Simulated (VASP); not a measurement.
A run of VASP 6.6.1:

Contents of INCAR:

```
SYSTEM = Sr
ALGO     = Normal         ! electronic algorithm
EDIFF    = 1E-6           ! SCF threshold, eV
EDIFFG   = -0.01          ! ionic threshold
ENCUT    = 600            ! plane-wave cutoff, eV
GGA      = PE             ! functional
IBRION   = 2              ! ionic algorithm
ISIF     = 3              ! what is computed and relaxed
ISMEAR   = 0              ! smearing method
LASPH    = .True.         ! aspherical terms in the spheres
LCHARG   = .False.        ! write CHGCAR
LREAL    = .False.        ! projectors in reciprocal space
LWAVE    = .False.        ! write WAVECAR
NELM     = 100            ! most SCF steps
NSW      = 80             ! ionic steps
PREC     = Accurate       ! precision mode
SIGMA    = 0.05           ! smearing width, eV
```

The input KPOINTS:

```
k-points
0
Gamma
  12 12 6
  0 0 0
```

File POSCAR:

```
Sr
1.0
    4.2989100319      0.0000000000      0.0000000000
   -2.1494550159      3.7229652962      0.0000000000
    0.0000000000      0.0000000000      7.0215530521
Sr
2
Direct
    0.3333333333      0.6666666667      0.7500000000
    0.6666666667      0.3333333333      0.2500000000
```

Potentials or basis: VASP PAW PBE potentials, release 64 (Sr_sv).

The run is started by

```bash
$ cat potpaw_PBE.64/Sr_sv/POTCAR > POTCAR
$ mpirun -np 1 vasp_std > vasp.out
```

Hardware: 1 thread of Intel(R) Xeon(R) 6975P-C (Granite Rapids) (shared host).

Q: Estimate the wall time of this run.

A: Wall time 4.3 min on 1 thread of Intel(R) Xeon(R) 6975P-C (Granite Rapids), on a shared host, peak memory 0.36 GiB. Counts: scf iterations 62, k points 76, ion steps 9.
